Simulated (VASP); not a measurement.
## InP: single point with PBE

Crystal: InP.

```xyz
32
Lattice="-5.9598 5.9598 -5.9598 5.9598 5.9598 5.9598 5.9598 -5.9598 -5.9598" Properties=species:S:1:pos:R:3 pbc="T T T"
In    2.9799    5.9598    2.9799
In    0.0000    0.0000    0.0000
In    5.9598    2.9799   -2.9799
In   -2.9799    5.9598   -2.9799
In    2.9799   -2.9799   -5.9598
In    0.0000    5.9598    0.0000
In    5.9598   -2.9799   -2.9799
In    2.9799    5.9598   -2.9799
In    0.0000    0.0000   -5.9598
In    2.9799    2.9799   -5.9598
In    5.9598    2.9799    2.9799
In    2.9799    0.0000   -2.9799
In    5.9598    0.0000    0.0000
In   -2.9799    2.9799   -5.9598
In    0.0000    2.9799   -2.9799
In    2.9799    2.9799    0.0000
P     7.4497    1.4899   -1.4899
P     4.4698   -4.4698   -4.4698
P     4.4698    4.4698   -1.4899
P     1.4899    1.4899   -7.4497
P     1.4899   -1.4899   -4.4698
P     4.4698    1.4899   -4.4698
P     4.4698   -1.4899   -1.4899
P     1.4899    7.4497   -1.4899
P    -1.4899    1.4899   -4.4698
P     1.4899    4.4698   -4.4698
P     4.4698    4.4698    4.4698
P     1.4899    1.4899   -1.4899
P     4.4698    1.4899    1.4899
P    -4.4698    4.4698   -4.4698
P    -1.4899    4.4698   -1.4899
P     1.4899    4.4698    1.4899
```

```yaml
Program: VASP 6.6.1
Task: single point
Functional: PBE
Potentials_or_basis: VASP PAW PBE potentials, release 64 (In_d, P)
Cutoff: 520 eV
k_mesh: 2 × 2 × 2, shifted
Occupations: gaussian, width 0.02 eV
Spin: no spin polarisation
```

| Quantity | Value |
| --- | --- |
| Pressure | 0.0 GPa |
| Band gap on the k mesh | 2.12 eV |

Levels at points of the mesh, in eV from the valence-band top:
```
           k point  band 142  band 143  band 144  band 145  band 146  band 147
(0.25, 0.25, 0.25)     -0.04     -0.04     -0.04      2.12      2.12      2.12
```

Wall time 27 min on 1 thread of AMD EPYC 7571, on a shared host, peak memory 1 GiB.

Caveat: spin-orbit coupling is left out, which moves the levels of the heavy elements; a shifted mesh leaves out Γ, where band edges can lie. A k mesh can miss the band edges.
